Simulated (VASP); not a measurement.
# TiAl (P4/mmm) in VASP: notebook

TiAl is run at these levels: PBE; tasks: relaxation of cell and atoms.

Program: VASP 6.6.1. These are calculated values, not measurements. Logs are shortened: lines on timing, memory, paths and dates and some standing lists are left out, and cuts for length are marked.

### Step 1. The cell of the first run

It takes space group P4/mmm (No. 123, tetragonal). Conventional cell: a = 2.751 Å, b = 2.751 Å, c = 3.973 Å, α = 90.00°, β = 90.00°, γ = 90.00°. Ti (site symmetry 4/mmm) has 4 Ti at 2.75 Å and 8 Al at 2.78 Å within 3.6 Å. Within 3.6 Å of Al (site symmetry 4/mmm) lie 4 Al at 2.75 Å and 8 Ti at 2.78 Å.

### Step 2. Relaxation of cell and atoms, PBE, target pressure 10 GPa, at which the enthalpy is minimised

INCAR

```
ALGO = Normal
EDIFF = 1E-7
EDIFFG = -0.008
ENCUT = 600
GGA = PE
IBRION = 2
ISIF = 3
ISMEAR = 0
LASPH = T
LCHARG = F
LREAL = F
LWAVE = F
NELM = 80
NSW = 70
PREC = Accurate
PSTRESS = 100.0
SIGMA = 0.1
```

KPOINTS

```
k-points
0
Gamma
  14 14 10
```

POSCAR

```
TiAl
1.0
    2.7506228050      0.0000000000      0.0000000000
    0.0000000000      2.7506228050      0.0000000000
    0.0000000000      0.0000000000      3.9730282490
Ti Al
1 1
Direct
    0.5000000000      0.5000000000      0.5000000000
    0.0000000000      0.0000000000      0.0000000000
```

Potentials or basis: VASP PAW PBE potentials, release 64 (Ti_sv, Al).

On the command line:

```
$ cat potpaw_PBE.64/Ti_sv/POTCAR potpaw_PBE.64/Al/POTCAR > POTCAR
$ mpirun -np 1 vasp_std > vasp.out
```

OUTCAR:

```text
EDIFF = 1E-7
   EDIFFG = -0.008
   ENCUT = 600
   GGA = PE
   IBRION = 2
   ISIF = 3
   ISMEAR = 0
   LASPH = T
   LREAL = F
   NELM = 80
   NSW = 70
   PREC = Accurate
   PSTRESS = 100.0

 ion  position               nearest neighbor table
   1  0.500  0.500  0.500-   2 2.78   2 2.78   2 2.78   2 2.78   2 2.78   2 2.78   2 2.78   2 2.78

   2  0.000  0.000  0.000-   1 2.78   1 2.78   1 2.78   1 2.78   1 2.78   1 2.78   1 2.78   1 2.78

  LATTYP: Found a simple tetragonal cell.
 ALAT       =     2.7506228050
 C/A-ratio  =     1.4444104229

  Lattice vectors:

 A1 = (   2.7506228050,   0.0000000000,   0.0000000000)
 A2 = (   0.0000000000,   2.7506228050,   0.0000000000)
 A3 = (   0.0000000000,   0.0000000000,   3.9730282490)

Analysis of symmetry for initial positions (statically):
=====================================================================
 Subroutine PRICEL returns:
 Original cell was already a primitive cell.

 Routine SETGRP: Setting up the symmetry group for a
 simple tetragonal supercell.

 Subroutine GETGRP returns: Found 16 space group operations
 (whereof 16 operations were pure point group operations)
 out of a pool of 16 trial point group operations.

The static configuration has the point symmetry D_4h.

Analysis of symmetry for dynamics (positions and initial velocities):
=====================================================================
 Subroutine PRICEL returns:
 Original cell was already a primitive cell.

 Routine SETGRP: Setting up the symmetry group for a
 simple tetragonal supercell.

 Subroutine GETGRP returns: Found 16 space group operations
 (whereof 16 operations were pure point group operations)
 out of a pool of 16 trial point group operations.

The dynamic configuration has the point symmetry D_4h.

 Subroutine INISYM returns: Found 16 space group operations
 (whereof 16 operations are pure point group operations),
 and found     1 'primitive' translations

----------------------------------------------------------------------------------------

                                     Primitive cell

  volume of cell :      30.0596

  direct lattice vectors                    reciprocal lattice vectors
     2.750622805  0.000000000  0.000000000     0.363554028  0.000000000  0.000000000
     0.000000000  2.750622805  0.000000000     0.000000000  0.363554028  0.000000000
     0.000000000  0.000000000  3.973028249     0.000000000  0.000000000  0.251697178

  length of vectors
     2.750622805  2.750622805  3.973028249     0.363554028  0.363554028  0.251697178

  position of ions in fractional coordinates (direct lattice)
     0.500000000  0.500000000  0.500000000
     0.000000000  0.000000000  0.000000000

  ion indices of the primitive-cell ions
   primitive index   ion index
                 1           1
                 2           2

----------------------------------------------------------------------------------------

 KPOINTS: k-points

Automatic generation of k-mesh.
 Grid dimensions read from file:
 generate k-points for:   14   14   10

 Generating k-lattice:

  Cartesian coordinates                     Fractional coordinates (reciprocal lattice)
     0.025968145  0.000000000  0.000000000     0.071428571  0.000000000  0.000000000
     0.000000000  0.025968145  0.000000000     0.000000000  0.071428571  0.000000000
     0.000000000  0.000000000  0.025169718     0.000000000  0.000000000  0.100000000

  Length of vectors
     0.025968145  0.025968145  0.025169718

  Shift w.r.t. Gamma in fractional coordinates (k-lattice)
     0.000000000  0.000000000  0.000000000

 Subroutine IBZKPT returns following result:
 ===========================================

 Found    216 irreducible k-points:

 Following reciprocal coordinates:
            Coordinates               Weight
  0.000000  0.000000  0.000000      1.000000
  0.071429  0.000000  0.000000      4.000000
  0.142857  0.000000  0.000000      4.000000
  0.214286  0.000000  0.000000      4.000000
  0.285714  0.000000  0.000000      4.000000
  0.357143  0.000000  0.000000      4.000000
[... 16 lines left out ...]
  0.285714  0.214286  0.000000      8.000000
  0.357143  0.214286  0.000000      8.000000
 [... further k-points ...]
   k-points           NKPTS =    216   k-points in BZ     NKDIM =    216   number of bands    NBANDS=     11
   number of dos      NEDOS =    301   number of ions     NIONS =      2
   total plane-waves  NPLWV =  18432
   dimension x,y,z NGX =    24 NGY =   24 NGZ =   32
   dimension x,y,z NGXF=    48 NGYF=   48 NGZF=   64
   ions per type =               1   1
   NGX,Y,Z   is equivalent  to a cutoff of  14.51, 14.51, 13.39 a.u.
   NGXF,Y,Z  is equivalent  to a cutoff of  29.01, 29.01, 26.78 a.u.
 SYSTEM =  unknown system
   PREC   = accura    normal or accurate (medium, high low for compatibility)
   ISTART =      0    job   : 0-new  1-cont  2-samecut
   ICHARG =      2    charge: 1-file 2-atom 10-const
   ISPIN  =      1    spin polarized calculation?
   LNONCOLLINEAR =      F non collinear calculations
   LSORBIT =      F    spin-orbit coupling
   LASPH  =      T    aspherical Exc in radial PAW
   ENCUT  =  600.0 eV  44.10 Ry    6.64 a.u.   5.49  5.49  7.94*2*pi/ulx,y,z
   NELM   =     80;   NELMIN=  2; NELMDL= -5     # of ELM steps
   EDIFF  = 0.1E-06   stopping-criterion for ELM
   LREAL  =      F    real-space projection
   EDIFFG = -.8E-02   stopping-criterion for IOM
   NSW    =     70    number of steps for IOM
   IBRION =      2    ionic relax: 0-MD 1-quasi-New 2-CG
   NFREE  =      1    steps in history (QN), initial steepest desc. (CG)
   ISIF   =      3    stress and relaxation
   ISYM   =      2    0-nonsym 1-usesym 2-fastsym
   POTIM  = 0.5000    time-step for ionic-motion
   TEBEG  =    0.0;   TEEND  =   0.0 temperature during run
   PSTRESS=  100.0 pullay stress
   NELECT =      15.0000    total number of electrons
   NUPDOWN=      -1.0000    fix difference up-down
   EMIN   =  10.00;   EMAX   =-10.00  energy-range for DOS
   EFERMI =   0.00;   METHOD = LEGACY
   ISMEAR =     0;   SIGMA  =   0.10  broadening in eV -4-tet -1-fermi 0-gaus
   EFERMI_NEDOS =   21; number of points for ismear=-14 and -15
   IALGO  =     38    algorithm
   IMIX   =      4    mixing-type and parameters
     AMIX     =   0.40;   BMIX     =  1.00
     AMIX_MAG =   1.60;   BMIX_MAG =  1.00
  volume/ion in A,a.u.               =      15.03       101.43
  Fermi-wavevector in a.u.,A,eV,Ry     =   1.298506  2.453821 22.941031  1.686118
  Thomas-Fermi vector in A             =   2.429830
   LORBIT       =      0    0 simple, 1 ext, 2 COOP (PROOUT), +10 PAW based schemes
   GGA     = PE    functional components
   LHFCALC =     F    Hartree Fock is set to
   AEXX    =    0.0000 exact exchange contribution
   IVDW    =     0    specifies the selected vdW correction
   LEPSILON=     F    determine dielectric tensor
   LRPA    =     F    only Hartree local field effects (RPA)
 conjugate gradient relaxation of ions
 non-spin polarized calculation
 Gauss-broadening in eV      SIGMA  =   0.10
  energy-cutoff  :      600.00
  volume of cell :       30.06
 maximum number of plane-waves:      1028
 NGX is ok and might be reduce to    24
   NGX = 11   NGY = 11   NGZ = 15

--------------------------------------- Ionic step        1  -------------------------------------------

 number of electron      14.9999999 magnetization

 Free energy of the ion-electron system (eV)
  ---------------------------------------------------
  ext. energy  EPLUGINS =         0.00000000
  ---------------------------------------------------
  free energy    TOTEN  =       -12.32407226 eV

  energy without entropy =      -12.31621759  energy(sigma->0) =      -12.32014492

------------------------ aborting loop because EDIFF is reached ----------------------------------------

  FORCE on cell =-STRESS in cart. coord.  units (eV):
  Direction    XX          YY          ZZ          XY          YZ          ZX
  --------------------------------------------------------------------------------------
  -------------------------------------------------------------------------------------
  Total        1.8973336      1.8973336      1.8943316      0.0000000     -0.0000000      0.0000000
  in kB      101.1277949    101.1277949    100.9677900      0.0000000     -0.0000000      0.0000000
  external PRESSURE =       1.0744600 kB  Pullay stress =     100.0000000 kB

 VOLUME and BASIS-vectors are now :
 -----------------------------------------------------------------------------
  energy-cutoff  :      600.00
  volume of cell :       30.06
      direct lattice vectors                 reciprocal lattice vectors
     2.750622805  0.000000000  0.000000000     0.363554028  0.000000000  0.000000000
     0.000000000  2.750622805  0.000000000     0.000000000  0.363554028  0.000000000
     0.000000000  0.000000000  3.973028249     0.000000000  0.000000000  0.251697178
[... 46 lines left out ...]
  FREE ENERGIE OF THE ION-ELECTRON SYSTEM (eV)
  ---------------------------------------------------
  free  energy   TOTEN  =       -12.3268096076 eV

  energy  without entropy=      -12.3189444935  energy(sigma->0) =      -12.32287705

  enthalpy is  TOTEN    =       -10.4478972238 eV   P V=        1.8789123839

--------------------------------------- Ionic step        3  -------------------------------------------

 number of electron      14.9999999 magnetization

 Free energy of the ion-electron system (eV)
  ---------------------------------------------------
  ext. energy  EPLUGINS =         0.00000000
  ---------------------------------------------------
  free energy    TOTEN  =       -12.32534713 eV

  energy without entropy =      -12.31748765  energy(sigma->0) =      -12.32141739

 E-fermi :   9.1302     XC(G=0): -11.3644

 val. band max:        9.1119265660   @ k =   0.3571   0.2143   0.0000
 cond. band min:       9.1343884641   @ k =   0.2143   0.1429   0.5000
 fundamental gap:      0.0224618981
 Fermi energy:         9.1302129542

 k-point     1 :       0.0000    0.0000    0.0000
  band No.  band energies     occupation
      1     -47.3390      2.00000
      2     -23.7482      2.00000
      3     -23.2382      2.00000
      4     -23.2382      2.00000
      5      -0.2602      2.00000
      6       7.1028      2.00000
      7       8.1771      2.00000
      8       8.8394      1.99996
      9      11.4862      0.00000
     10      11.4862      0.00000
     11      12.7523      0.00000

 k-point     2 :       0.0714    0.0000    0.0000
  band No.  band energies     occupation
      1     -47.3352      2.00000
      2     -23.7444      2.00000
      3     -23.2692      2.00000
      4     -23.2355      2.00000
      5      -0.1535      2.00000
      6       7.1916      2.00000
      7       8.2223      2.00000
      8       8.7329      2.00000
      9      11.5053      0.00000
     10      11.6081      0.00000
     11      12.6407      0.00000
[... 295 lines left out ...]
 k-point    24 :       0.3571    0.2143    0.0000
  band No.  band energies     occupation
      1     -47.2458      2.00000
      2     -23.7014      2.00000
      3     -23.6588      2.00000
      4     -23.4229      2.00000
      5       3.0812      2.00000
      6       7.3010      2.00000
      7       7.9443      2.00000
      8       9.1119      1.20406
      9      10.1420      0.00000
     10      10.5783      0.00000
     11      13.0508      0.00000

 [... further k-points ...]

------------------------ aborting loop because EDIFF is reached ----------------------------------------

  FORCE on cell =-STRESS in cart. coord.  units (eV):
  Direction    XX          YY          ZZ          XY          YZ          ZX
  --------------------------------------------------------------------------------------
  -------------------------------------------------------------------------------------
  Total        1.8789786      1.8789786      1.8766632      0.0000000     -0.0000000      0.0000000
  in kB      100.0818469    100.0818469     99.9585182      0.0000000     -0.0000000      0.0000000
  external PRESSURE =       0.0407373 kB  Pullay stress =     100.0000000 kB

 VOLUME and BASIS-vectors are now :
 -----------------------------------------------------------------------------
  energy-cutoff  :      600.00
  volume of cell :       30.08
      direct lattice vectors                 reciprocal lattice vectors
     2.751273007  0.000000000  0.000000000     0.363468110  0.000000000  0.000000000
     0.000000000  2.751273007 -0.000000000     0.000000000  0.363468110  0.000000000
     0.000000000 -0.000000000  3.973834165     0.000000000  0.000000000  0.251646133

 POSITION                                       TOTAL-FORCE (eV/Angst)
 -----------------------------------------------------------------------------------
      1.37564      1.37564      1.98692         0.000000      0.000000      0.000000
      0.00000      0.00000      0.00000         0.000000     -0.000000      0.000000
 -----------------------------------------------------------------------------------
    total drift:                                0.000000      0.000000     -0.000000

  FREE ENERGIE OF THE ION-ELECTRON SYSTEM (eV)
  ---------------------------------------------------
  free  energy   TOTEN  =       -12.3253471304 eV

  energy  without entropy=      -12.3174876467  energy(sigma->0) =      -12.32141739

  enthalpy is  TOTEN    =       -10.4479051210 eV   P V=        1.8774420094

 reached required accuracy - stopping structural energy minimisation
```

It took 2.9 min on 1 thread of Intel Xeon 8259CL, shared host; peak memory 0.24 GiB.

What came out:

```
Free energy                                                : -12.3253 eV
Relaxed volume                                             : 15.04 Å³/atom
Relaxed cell                                               : a = 2.751 Å, b = 2.751 Å, c = 3.974 Å, α = 90.00°, β = 90.00°, γ = 90.00°
Space group after relaxing (to 0.1 Å)                      : P4/mmm (No. 123)
Energy change on relaxing (the run minimises the enthalpy) : -0.6 meV/atom
Ionic steps                                                : 3
Pressure after relaxing                                    : 10.0 GPa
Band gap on the k mesh                                     : zero (an odd number of electrons rules out a gap without spin polarisation)
```

Step by step:
```csv
step,energy change (eV),largest force (eV/Å),pressure (GPa),volume (Å³)
1,0.0000,0.0000,10.11,30.06
2,-0.0027,0.0000,9.90,30.10
3,-0.0013,0.0000,10.00,30.08
```

Final structure:
```
Ti Al
1.0
     2.75127    0.00000    0.00000
     0.00000    2.75127    0.00000
     0.00000    0.00000    3.97383
Ti Al
1 1
Direct
  0.50000 0.50000 0.50000
  0.00000 0.00000 0.00000
```

Levels at points of the mesh, in eV from the Fermi level:
```tsv
k point	band 4	band 5	band 6	band 7	band 8	band 9	band 10	band 11
(0.00, 0.00, 0.00)	-32.37	-9.39	-2.03	-0.95	-0.29	2.36	2.36	3.62
(0.50, 0.00, 0.00)	-32.31	-4.76	-4.59	-1.86	-0.28	1.88	2.76	4.76
(0.50, 0.50, 0.00)	-32.73	-3.40	-0.50	-0.41	-0.41	-0.29	-0.29	4.62
(0.00, 0.00, 0.50)	-32.37	-7.81	-5.44	-0.77	0.66	1.98	1.98	3.64
(0.50, 0.00, 0.50)	-32.31	-5.12	-3.07	-1.23	-1.08	1.48	1.93	2.51
(0.50, 0.50, 0.50)	-32.75	-2.76	-2.44	-2.44	2.22	2.33	2.73	4.51
```

Caveat: the cell is relaxed towards a set pressure, so the run minimises the enthalpy, not the energy.

[end of part 1 of 2]
